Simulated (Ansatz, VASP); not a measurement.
# SrTiO3: VASP beside Ansatz

The input INCAR:

```
ALGO = Normal
EDIFF = 1E-6
ENCUT = 520
GGA = PE
ISIF = 2
ISMEAR = 0
LASPH = T
LCHARG = F
LREAL = F
LWAVE = F
NBANDS = 51
NELM = 80
PREC = Accurate
SIGMA = 0.05
```

KPOINTS

```
k-points
0
Gamma
  6 6 6
```

POSCAR

```
SrTiO3
1.0
   -3.9364035682      0.0000000000     -3.9364035682
    0.0000000000     -3.9364035682     -3.9364035682
   -3.9364035682     -3.9364035682      0.0000000000
Sr Ti O
2 2 6
Direct
    0.0000000000      0.0000000000      0.0000000000
    0.5000000000      0.5000000000      0.5000000000
    0.2500000000      0.2500000000      0.2702086782
    0.7500000000      0.7500000000      0.7297913218
    0.0000000000      0.5000000000      0.0000000000
    0.5000000000      0.0000000000      0.5000000000
    0.0000000000      0.5000000000      0.5000000000
    0.5000000000      0.0000000000      0.0000000000
    0.0000000000      0.0000000000      0.5000000000
    0.5000000000      0.5000000000      0.0000000000
```

Input for Ansatz:

```yaml
crystal:
  lattice:
    - [-3.9364035682, 0.0, -3.9364035682]
    - [0.0, -3.9364035682, -3.9364035682]
    - [-3.9364035682, -3.9364035682, 0.0]
  atoms:
    - { symbol: Sr, position: [0.0, 0.0, 0.0] }
    - { symbol: Sr, position: [0.5, 0.5, 0.5] }
    - { symbol: Ti, position: [0.25, 0.25, 0.2702086782] }
    - { symbol: Ti, position: [0.75, 0.75, 0.7297913218] }
    - { symbol: O, position: [0.0, 0.5, 0.0] }
    - { symbol: O, position: [0.5, 0.0, 0.5] }
    - { symbol: O, position: [0.0, 0.5, 0.5] }
    - { symbol: O, position: [0.5, 0.0, 0.0] }
    - { symbol: O, position: [0.0, 0.0, 0.5] }
    - { symbol: O, position: [0.5, 0.5, 0.0] }
basis:
  ecutwfc: 420
kpoints:
  mp_grid: { grid: [6, 6, 6] }
hamiltonian:
  xc: pbe
scf:
  occupations: { method: gaussian, width: 0.05 }
output:
  forces: true
  stress: true
  eigenvalues: true
```

Change from the starting cell: mode 19 (414.3 1/cm) frozen in, largest displacement +0.113 Å.

Alike in both runs: task single point; functional PBE; k mesh 6 × 6 × 6; occupations gaussian, width 0.05 eV; no spin polarisation.

|  | VASP | Ansatz |
| --- | --- | --- |
| version | VASP 6.6.1 | Ansatz 0.2.0 |
| potentials or method | VASP PAW PBE potentials, release 64 (Sr_sv, Ti_sv, O), cutoff 520 eV | scalar-relativistic, plane waves, PAW |
| valence electrons in the cell | 80 | 80 |

Ansatz gave:

* gap on the k mesh at the Fermi level (eV): 1.40
* least direct gap on the mesh (eV): 1.40
* pressure (GPa): 1.0
* traceless stress, the component that is largest in VASP (GPa): -1.37
* rms of the force components (eV/Å): 0.883

Which values does VASP return?

gap on the k mesh at the Fermi level (eV): 1.37; least direct gap on the mesh (eV): 1.37; pressure (GPa): 1.6; traceless stress, the component that is largest in VASP (GPa): -1.39; rms of the force components (eV/Å): 0.894.

Atom by atom the forces differ by 0.011 eV/Å (rms over components). With one functional, cell and mesh, what is left measures potentials, basis and numerics.
